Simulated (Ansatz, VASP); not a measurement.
**Two plane-wave programs on Mg**

```
Mg
1.0
     0.00000    3.56760    3.56760
     3.56760    0.00000    3.56760
     3.56760    3.56760    0.00000
Mg
2
Cartesian
  0.8919 0.8919 0.8919
  6.2433 6.2433 6.2433
```

Alike in both runs: task single point; functional BLYP; k mesh 9 × 9 × 9; occupations fermi-dirac, width 0.1 eV; no spin polarisation.

|  | VASP | Ansatz |
| --- | --- | --- |
| version | VASP 6.6.1 | Ansatz 0.2.0 |
| potentials or method | VASP PAW PBE potentials, release 64 (Mg), cutoff 520 eV | plane waves (420 eV) with PAW, scalar-relativistic |
| valence electrons in the cell | 4 | 20 |

|  | VASP | Ansatz | Ansatz less VASP |
| --- | --- | --- | --- |
| pressure (GPa) | 0.0 | 0.0 | 0.00 |

VASP's potentials were made for PBE, not for BLYP. The functional is the same, so the differences come from potentials, cutoffs and numerics. VASP's potentials hold 4 valence electrons a cell and Ansatz's 20, so a difference there can come from the potentials and not from the codes.
